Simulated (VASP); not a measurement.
Here is a VASP 6.6.1 calculation.

INCAR

```
SYSTEM = HfN
PREC = Accurate
ENCUT = 520
EDIFF = 1E-7
ISMEAR = 0
SIGMA = 0.15
LREAL = .FALSE.
LASPH = .TRUE.
NELM = 80
ALGO = Normal
ISIF = 2
LWAVE = .FALSE.
LCHARG = .FALSE.
GGA = PE
NBANDS = 14
```

KPOINTS

```
regular mesh
0
G
  12 12 12
  0 0 0
```

The input POSCAR:

```
HfN
1.0
    0.0000000000      2.2738965622      2.2738965622
    2.2738965622      0.0000000000      2.2738965622
    2.2738965622      2.2738965622      0.0000000000
Hf N
1 1
Direct
    0.0000000000      0.0000000000      0.0000000000
    0.5000000000      0.5000000000      0.5000000000
```

Potentials or basis: VASP PAW PBE potentials, release 64 (Hf_pv, N).

Launch:

```console
$ cat potpaw_PBE.64/Hf_pv/POTCAR potpaw_PBE.64/N/POTCAR > POTCAR
$ mpirun -np 1 vasp_std > vasp.out
```

Estimate the pressure.

-2.4 GPa.
